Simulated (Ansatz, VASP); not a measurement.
## One calculation of BAs, two programs

```
CELL_PARAMETERS angstrom
0.00000 2.39187 2.39187
2.39187 0.00000 2.39187
2.39187 2.39187 0.00000
ATOMIC_POSITIONS crystal
B 0.00000 0.00000 0.00000
As 0.25000 0.25000 0.25000
```

Alike in both runs: task single point; functional HSE06; k mesh 6 × 6 × 6; no spin polarisation.

|  | VASP | Ansatz |
| --- | --- | --- |
| version | VASP 6.6.1 | Ansatz 0.2.0 |
| potentials or method | VASP PAW PBE potentials, release 64 (B, As) | plane waves, PAW |
| plane-wave cutoff (eV) | 520 | 420 |
| occupations | gaussian, width 0.01 eV | fixed |
| valence electrons in the cell | 8 | 18 |

Ansatz gave:

```
gap on the k mesh at the Fermi level (eV) : 1.94
pressure (GPa)                            : -1.1
```

Task: What did VASP give for the same quantities?

Result: gap on the k mesh at the Fermi level (eV): 1.95; pressure (GPa): -1.2.

VASP's potentials hold 8 valence electrons a cell and Ansatz's 18, so a difference there can come from the potentials and not from the codes. Ansatz's warnings: stress exchange threshold loose, stress scf threshold loose.
